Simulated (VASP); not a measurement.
**SnO: single point with LDA**

The system is SnO.

```
Sn O
1.0
     0.00000    2.67320    2.67320
     2.67320    0.00000    2.67320
     2.67320    2.67320    0.00000
Sn O
1 1
Direct
  0.00000 0.00000 0.00000
  0.25000 0.25000 0.25000
```

```
Program             : VASP 6.6.1
Task                : single point
Functional          : LDA
Potentials or basis : VASP PAW LDA potentials, release 64 (Sn_d, O)
Cutoff              : 520 eV
k mesh              : 10 × 10 × 10
Occupations         : fermi-dirac, width 0.15 eV
Spin                : no spin polarisation
```

```yaml
Pressure: -0.9 GPa
Band_gap_on_the_k_mesh: zero (bands 10 and 11 overlap by 0.18 eV)
```

Levels at points of the mesh, in eV from the Fermi level:
```tsv
k point	band 7	band 8	band 9	band 10	band 11	band 12	band 13	band 14
(0.00, 0.00, 0.00)	-6.36	-3.93	-3.93	-3.93	4.44	4.44	4.44	9.19
(0.50, 0.00, 0.00)	-8.37	-4.39	-4.39	-2.48	1.58	4.59	4.59	8.52
(0.50, 0.50, 0.00)	-8.16	-5.19	-5.19	-0.80	-0.16	5.21	5.26	5.26
```

Wall time 17 s on 1 thread of AMD EPYC 9R45 96-Core Processor (Zen 5) (shared host), peak memory 0.13 GiB.

Caveat: semilocal functionals underestimate gaps, so a narrow gap can read as zero; spin-orbit coupling is left out, which moves the levels of the heavy elements.
